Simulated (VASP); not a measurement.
Set up this calculation in VASP 6.6.1, as the native input.

| Quantity | Value |
| --- | --- |
| Task | single point |
| Functional | PBE |
| Potentials or basis | VASP PAW PBE potentials, release 64 (Ta_pv) |
| Cutoff | 520 eV |
| k mesh | 13 × 13 × 7 |
| Occupations | fermi-dirac, width 0.01 eV |
| Spin | no spin polarisation |
| Dipole correction | no |
| Further INCAR settings | ALGO = Normal; EDIFF = 1e-06; NBANDS = 18 |

The structure of Ta lies in POSCAR:

```
Ta
1.0
    2.9039239680      0.0000000000      0.0000000000
   -1.4519619840      2.5148719270      0.0000000000
    0.0000000000      0.0000000000      5.1308977023
Ta
2
Direct
    0.3333333333      0.6666666667      0.2500000000
    0.6666666667      0.3333333333      0.7500000000
```

The input as run:

INCAR

```
PREC = Accurate
ENCUT = 520
EDIFF = 1E-6
ISMEAR = -1
SIGMA = 0.01
LREAL = False
LASPH = True
NELM = 60
ALGO = Normal
ISIF = 2
LWAVE = False
LCHARG = True
GGA = PE
LELF = True
LVHAR = True
NBANDS = 18
```

KPOINTS

```
Automatic mesh
0
Gamma
  13 13 7
```

Potentials or basis: VASP PAW PBE potentials, release 64 (Ta_pv).

Run with:

```console
$ cat potpaw_PBE.64/Ta_pv/POTCAR > POTCAR
$ mpirun -np 1 vasp_std > vasp.out
```

It gave:

```json
{
  "Pressure": "0.1 GPa",
  "Band gap on the k mesh": "zero (band 11 reaches 6.66 eV, above the bottom of band 12 at 5.03 eV)"
}
```

Caveat: spin-orbit coupling is left out, which moves the levels of the heavy elements.

Run time: 42 s on 1 thread of Intel(R) Xeon(R) Platinum 8259CL CPU @ 2.50GHz (Skylake/Cascade Lake) (shared host), peak memory 0.19 GiB.
